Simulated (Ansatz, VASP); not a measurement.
**BaTiO3 in VASP and in Ansatz**

```xyz
5
Lattice="2.7143 1.5671 2.3184 -2.7143 1.5671 2.3184 0.0000 -3.1342 2.3184" Properties=species:S:1:pos:R:3 pbc="T T T"
Ba    0.0000    0.0000    0.0000
Ti    0.0000    0.0000    3.3698
O     1.3330   -0.7696    2.3988
O    -1.3330   -0.7696    2.3988
O     0.0000    1.5392    2.3988
```

Alike in both runs: functional PBEsol; k mesh 6 × 6 × 6; occupations fermi-dirac, width 0.05 eV; no spin polarisation.

|  | VASP | Ansatz |
| --- | --- | --- |
| version | VASP 6.6.1 | Ansatz 0.2.0 |
| potentials or method | VASP PAW PBE potentials, release 64 (Ba_sv, Ti_sv, O) | Ansatz PAW |
| plane-wave cutoff (eV) | 520 | 420 |
| valence electrons in the cell | 40 | 40 |
| task | single point | band structure |

|  | VASP | Ansatz | Ansatz less VASP |
| --- | --- | --- | --- |
| gap on the k mesh at the Fermi level (eV) | 2.48 | 2.55 | +0.062 |
| least direct gap on the mesh (eV) | 2.73 | 2.74 | +0.015 |
| pressure (GPa) | 18.3 | 15.7 | -2.54 |
| traceless stress, the component that is largest in VASP (GPa) | -8.23 | -7.87 | +0.355 |
| rms of the force components (eV/Å) | 0.468 | 0.438 | -0.0297 |

VASP's potentials were made for PBE, not for PBEsol. Atom by atom the forces differ by 0.032 eV/Å (rms over components).

Spin-orbit coupling is off throughout.
